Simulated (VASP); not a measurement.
# Si (Imma) in VASP: single point with PBE

Aim: the single point of Si with PBE.

Program: VASP 6.6.1. These are calculated values, not measurements. Logs are shortened: lines on timing, memory, paths and dates and some standing lists are left out, and cuts for length are marked.

## Step 1: The cell of the first run

The structure is orthorhombic, space group Imma (No. 74). The conventional cell has a = 4.590 Å, b = 4.830 Å, c = 2.600 Å, α = 90.00°, β = 90.00°, γ = 90.00°. Si (site symmetry mm2) has 8 Si at 2.43 to 2.80 Å within 3.2 Å.

## Step 2: Single point, PBE (14.41 Å³/atom)

INCAR

```
SYSTEM = Si
ALGO = Normal ; EDIFF = 1E-6
ENCUT = 520 ; GGA = PE
ISIF = 2 ; ISMEAR = -1
ISYM = 0 ; LASPH = .True.
LCHARG = .False. ; LREAL = .False.
LWAVE = .False. ; NBANDS = 11
NELM = 80 ; PREC = Accurate
SIGMA = 0.08
```

KPOINTS

```
k-points
0
Gamma
  16 16 11
  0 0 0
```

POSCAR

```
Si
1.0
   -2.2951484633      2.4149529699      1.3000063486
    2.2951484633     -2.4149529699      1.3000063486
    2.2951484633      2.4149529699     -1.3000063486
Si
2
Direct
    0.8070000000      0.5570000000      0.2500000000
    0.1930000000      0.4430000000      0.7500000000
```

Potentials or basis: VASP PAW PBE potentials, release 64 (Si).

Command:

```console
$ cat potpaw_PBE.64/Si/POTCAR > POTCAR
$ mpirun -np 1 vasp_std > vasp.out
```

OUTCAR:

```text
SYSTEM = Si
   EDIFF = 1E-6
   ENCUT = 520
   GGA = PE
   ISIF = 2
   ISMEAR = -1
   ISYM = 0
   LASPH = .True.
   LREAL = .False.
   NELM = 80
   PREC = Accurate

 ion  position               nearest neighbor table
   1  0.807  0.557  0.250-   2 2.43   2 2.43   2 2.50   2 2.50   2 2.80   2 2.80
   2  0.193  0.443  0.750-   1 2.43   1 2.43   1 2.50   1 2.50   1 2.80   1 2.80

IMPORTANT INFORMATION: All symmetrisations will be switched off!
NOSYMM: (Re-)initialisation of all symmetry stuff for point group C_1.

----------------------------------------------------------------------------------------

                                     Primitive cell

  volume of cell :      28.8221

  direct lattice vectors                    reciprocal lattice vectors
    -2.295148463  2.414952970  1.300006349     0.000000000  0.207043369  0.384613506
     2.295148463 -2.414952970  1.300006349     0.217850831  0.000000000  0.384613506
     2.295148463  2.414952970 -1.300006349     0.217850831  0.207043369  0.000000000

  length of vectors
     3.576271917  3.576271917  3.576271917     0.436800305  0.442025490  0.300542745

  position of ions in fractional coordinates (direct lattice)
     0.807000000  0.557000000  0.250000000
     0.193000000  0.443000000  0.750000000

  ion indices of the primitive-cell ions
   primitive index   ion index
                 1           1
                 2           2

----------------------------------------------------------------------------------------

 KPOINTS: k-points

Automatic generation of k-mesh.
 Grid dimensions read from file:
 generate k-points for:   16   16   11

 Generating k-lattice:

  Cartesian coordinates                     Fractional coordinates (reciprocal lattice)
     0.000000000  0.012940211  0.024038344     0.062500000  0.000000000  0.000000000
     0.013615677  0.000000000  0.024038344     0.000000000  0.062500000  0.000000000
     0.019804621  0.018822124  0.000000000     0.000000000  0.000000000  0.090909091

  Length of vectors
     0.027300019  0.027626593  0.027322068

  Shift w.r.t. Gamma in fractional coordinates (k-lattice)
     0.000000000  0.000000000  0.000000000

 -----------------------------------------------------------------------------
|                                                                             |
|           W    W    AA    RRRRR   N    N  II  N    N   GGGG   !!!           |
|           W    W   A  A   R    R  NN   N  II  NN   N  G    G  !!!           |
|           W    W  A    A  R    R  N N  N  II  N N  N  G       !!!           |
|           W WW W  AAAAAA  RRRRR   N  N N  II  N  N N  G  GGG   !            |
|           WW  WW  A    A  R   R   N   NN  II  N   NN  G    G                |
|           W    W  A    A  R    R  N    N  II  N    N   GGGG   !!!           |
|                                                                             |
|     Your reciprocal lattice and k-lattice belong to different lattice       |
|     classes:                                                                |
|                                                                             |
|        The reciprocal lattice is face-centered orthorhombic,                |
|        whereas your k-lattice is triclinic.                                 |
|                                                                             |
|     Results are often still useful ...                                      |
|                                                                             |
 -----------------------------------------------------------------------------

 WARNING: IBZKPT: internal override: KBLOWUP is changed to .FALSE.
      ... skipping the blow-up phase ...

 Subroutine IBZKPT returns following result:
 ===========================================

 Found   1410 irreducible k-points:

 Following reciprocal coordinates:
            Coordinates               Weight
  0.000000  0.000000  0.000000      1.000000
  0.062500  0.000000  0.000000      2.000000
  0.125000  0.000000  0.000000      2.000000
  0.187500  0.000000 -0.000000      2.000000
  0.250000  0.000000  0.000000      2.000000
  0.312500  0.000000  0.000000      2.000000
[... 16 lines left out ...]
 -0.187500  0.062500  0.000000      2.000000
 -0.125000  0.062500  0.000000      2.000000
 [... further k-points ...]
   k-points           NKPTS =   1410   k-points in BZ     NKDIM =   1410   number of bands    NBANDS=     11
   number of dos      NEDOS =    301   number of ions     NIONS =      2
   total plane-waves  NPLWV =  21952
   dimension x,y,z NGX =    28 NGY =   28 NGZ =   28
   dimension x,y,z NGXF=    56 NGYF=   56 NGZF=   56
   ions per type =               2
   NGX,Y,Z   is equivalent  to a cutoff of  13.02, 13.02, 13.02 a.u.
   NGXF,Y,Z  is equivalent  to a cutoff of  26.03, 26.03, 26.03 a.u.
 SYSTEM =  Si
   PREC   = accura    normal or accurate (medium, high low for compatibility)
   ISTART =      0    job   : 0-new  1-cont  2-samecut
   ICHARG =      2    charge: 1-file 2-atom 10-const
   ISPIN  =      1    spin polarized calculation?
   LNONCOLLINEAR =      F non collinear calculations
   LSORBIT =      F    spin-orbit coupling
   LASPH  =      T    aspherical Exc in radial PAW
   ENCUT  =  520.0 eV  38.22 Ry    6.18 a.u.   6.65  6.65  6.65*2*pi/ulx,y,z
   NELM   =     80;   NELMIN=  2; NELMDL= -5     # of ELM steps
   EDIFF  = 0.1E-05   stopping-criterion for ELM
   LREAL  =      F    real-space projection
   EDIFFG = 0.1E-04   stopping-criterion for IOM
   NSW    =      0    number of steps for IOM
   IBRION =     -1    ionic relax: 0-MD 1-quasi-New 2-CG
   NFREE  =      0    steps in history (QN), initial steepest desc. (CG)
   ISIF   =      2    stress and relaxation
   ISYM   =      0    0-nonsym 1-usesym 2-fastsym
   POTIM  = 0.5000    time-step for ionic-motion
   TEBEG  =    0.0;   TEEND  =   0.0 temperature during run
   PSTRESS=    0.0 pullay stress
   NELECT =       8.0000    total number of electrons
   NUPDOWN=      -1.0000    fix difference up-down
   EMIN   =  10.00;   EMAX   =-10.00  energy-range for DOS
   EFERMI =   0.00;   METHOD = LEGACY
   ISMEAR =    -1;   SIGMA  =   0.08  broadening in eV -4-tet -1-fermi 0-gaus
   EFERMI_NEDOS =   21; number of points for ismear=-14 and -15
   IALGO  =     38    algorithm
   IMIX   =      4    mixing-type and parameters
     AMIX     =   0.40;   BMIX     =  1.00
     AMIX_MAG =   1.60;   BMIX_MAG =  1.00
  volume/ion in A,a.u.               =      14.41        97.25
  Fermi-wavevector in a.u.,A,eV,Ry     =   1.067898  2.018035 15.516173  1.140407
  Thomas-Fermi vector in A             =   2.203529
   LORBIT       =      0    0 simple, 1 ext, 2 COOP (PROOUT), +10 PAW based schemes
   GGA     = PE    functional components
   LHFCALC =     F    Hartree Fock is set to
   AEXX    =    0.0000 exact exchange contribution
   IVDW    =     0    specifies the selected vdW correction
   LEPSILON=     F    determine dielectric tensor
   LRPA    =     F    only Hartree local field effects (RPA)
 non-spin polarized calculation
  energy-cutoff  :      520.00
  volume of cell :       28.82
 maximum number of plane-waves:       791
   NGX = 13   NGY = 13   NGZ = 13

 number of electron       8.0000000 magnetization

 Free energy of the ion-electron system (eV)
  ---------------------------------------------------
  ext. energy  EPLUGINS =         0.00000000
  ---------------------------------------------------
  free energy    TOTEN  =       -10.22369514 eV

  energy without entropy =      -10.20819925  energy(sigma->0) =      -10.21594719

 E-fermi :   9.8979     XC(G=0): -11.1373

 val. band max:        9.8955923958   @ k =  -0.1875   0.3750   0.4545
 cond. band min:       9.8985190047   @ k =  -0.3125  -0.1250   0.4545
 fundamental gap:      0.0029266089
 Fermi energy:         9.8979339350

 k-point     1 :       0.0000    0.0000    0.0000
  band No.  band energies     occupation
      1      -4.3662      2.00000
      2       7.0689      2.00000
      3       7.5269      2.00000
      4       8.0446      2.00000
      5      11.2530      0.00000
      6      17.5668      0.00000
      7      18.5942      0.00000
      8      19.4666      0.00000
      9      19.9262      0.00000
     10      20.0527      0.00000
     11      21.6656      0.00000

 k-point     2 :       0.0625    0.0000    0.0000
  band No.  band energies     occupation
      1      -4.2586      2.00000
      2       7.0362      2.00000
      3       7.1225      2.00000
      4       8.6229      2.00000
      5      11.4907      0.00000
      6      16.7146      0.00000
      7      17.9899      0.00000
      8      18.8824      0.00000
      9      19.4603      0.00000
     10      20.1199      0.00000
     11      21.8018      0.00000

 k-point     3 :       0.1250    0.0000    0.0000
  band No.  band energies     occupation
      1      -3.9363      2.00000
      2       6.7152      2.00000
      3       6.9802      2.00000
      4       9.5236      1.98161
      5      12.1596      0.00000
      6      15.4092      0.00000
      7      15.8463      0.00000
      8      17.9868      0.00000
      9      18.1191      0.00000
     10      19.6469      0.00000
     11      21.4742      0.00000
[... 267 lines left out ...]
 k-point    23 :      -0.1875    0.0625    0.0000
  band No.  band energies     occupation
      1      -3.7899      2.00000
      2       5.5928      2.00000
      3       7.1174      2.00000
      4      10.1316      0.10229
      5      12.9761      0.00000
      6      14.5602      0.00000
      7      15.5072      0.00000
      8      17.5119      0.00000
      9      18.4657      0.00000
     10      20.1612      0.00000
     11      21.4327      0.00000

 k-point    24 :      -0.1250    0.0625    0.0000
  band No.  band energies     occupation
      1      -4.1599      2.00000
      2       5.9160      2.00000
      3       7.2601      2.00000
      4       9.2931      1.99896
      5      12.1350      0.00000
      6      15.7087      0.00000
      7      17.7128      0.00000
      8      18.8598      0.00000
      9      19.4129      0.00000
     10      20.6221      0.00000
     11      22.0434      0.00000

 [... further k-points ...]

------------------------ aborting loop because EDIFF is reached ----------------------------------------

  FORCE on cell =-STRESS in cart. coord.  units (eV):
  Direction    XX          YY          ZZ          XY          YZ          ZX
  --------------------------------------------------------------------------------------
  -------------------------------------------------------------------------------------
  Total        1.0884964      1.4053192      1.1221312     -0.0292776      0.0091737      0.0046958
  in kB       60.5079806     78.1197143     62.3776923     -1.6275025      0.5099558      0.2610335
  external PRESSURE =      67.0017957 kB  Pullay stress =       0.0000000 kB

 VOLUME and BASIS-vectors are now :
 -----------------------------------------------------------------------------
  energy-cutoff  :      520.00
  volume of cell :       28.82
      direct lattice vectors                 reciprocal lattice vectors
    -2.295148463  2.414952970  1.300006349     0.000000000  0.207043369  0.384613506
     2.295148463 -2.414952970  1.300006349     0.217850831  0.000000000  0.384613506
     2.295148463  2.414952970 -1.300006349     0.217850831  0.207043369  0.000000000

 POSITION                                       TOTAL-FORCE (eV/Angst)
 -----------------------------------------------------------------------------------
      0.00000      1.20748      1.44821         0.002605     -0.001495      0.049317
      2.29515      1.20748     -0.14820        -0.002605      0.001495     -0.049317
 -----------------------------------------------------------------------------------
    total drift:                                0.000000      0.000000     -0.000000

  FREE ENERGIE OF THE ION-ELECTRON SYSTEM (eV)
  ---------------------------------------------------
  free  energy   TOTEN  =       -10.2236951402 eV

  energy  without entropy=      -10.2081992458  energy(sigma->0) =      -10.21594719
```

Wall time 6 min (1 thread of Oxide Virtual Turin-like, shared host); peak memory 0.4 GiB.

Results:

```
Free energy            : -10.2237 eV
Pressure               : 6.7 GPa
Largest force          : 0.049 eV/Å
Band gap on the k mesh : zero (bands 4 and 5 overlap by 7.13 eV)
```

Forces on the atoms (eV/Å):
```
Si   0.003 -0.001  0.049
Si  -0.003  0.001 -0.049
```

Stress tensor (GPa, compression positive):
```
 6.05 -0.16  0.03
-0.16  7.81  0.05
 0.03  0.05  6.24
```

Levels at points of the mesh, in eV from the Fermi level:
| k point | band 1 | band 2 | band 3 | band 4 | band 5 | band 6 | band 7 | band 8 | band 9 |
| --- | --- | --- | --- | --- | --- | --- | --- | --- | --- |
| (0.00, 0.00, 0.00) | -14.26 | -2.83 | -2.37 | -1.85 | 1.36 | 7.67 | 8.70 | 9.57 | 10.03 |
| (0.50, 0.00, 0.00) | -7.71 | -7.32 | -1.76 | -1.36 | -1.24 | 0.22 | 4.61 | 5.01 | 9.83 |
| (0.00, 0.50, 0.00) | -7.71 | -6.93 | -2.69 | -2.10 | -1.59 | 1.33 | 4.95 | 6.18 | 9.02 |
| (0.50, 0.50, 0.00) | -11.05 | -11.05 | 0.18 | 0.18 | 2.83 | 2.83 | 8.32 | 8.32 | 10.18 |

Caveat: the cell stands under pressure.
